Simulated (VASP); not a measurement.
Runs of VASP 6.6.1 on Y. The structure is that of space group P6_3/mmc (No. 194), or close to it. The cells are those of the table. 

```csv
cell,gap on the mesh (eV),pressure (GPa)
"a = 3.690, b = 3.690, c = 12.000 Å, angles 90.0, 90.0, 120.0°, 4 atoms",none,-3.0
"a = 3.643, b = 3.643, c = 11.844 Å, angles 90.0, 90.0, 120.0°, 4 atoms",none,(b)
"a = 3.618, b = 3.618, c = 11.765 Å, angles 90.0, 90.0, 120.0°, 4 atoms",none,-1.1
"a = 3.714, b = 3.714, c = 12.076 Å, angles 90.0, 90.0, 120.0°, 4 atoms",none,-3.6
"a = 3.568, b = 3.568, c = 11.602 Å, angles 90.0, 90.0, 120.0°, 4 atoms",none,(a)
"a = 3.667, b = 3.667, c = 11.923 Å, angles 90.0, 90.0, 120.0°, 4 atoms",none,-2.4
"a = 3.593, b = 3.593, c = 11.684 Å, angles 90.0, 90.0, 120.0°, 4 atoms",none,-0.3
```

Alike in all rows: task single point; level PBE; potentials or basis VASP PAW PBE potentials, release 64 (Y_sv); no spin polarisation; k mesh 8 × 8 × 3; cutoff (eV) 520; smearing fermi-dirac 0.05 eV.

Problem. Estimate the missing entries.

Solution. (a) 0.5; (b) -1.8.

A k mesh can miss the band edges, and the runs leave out spin-orbit coupling on Y.

A gap of «none» marks levels without a gap at the run's occupations.
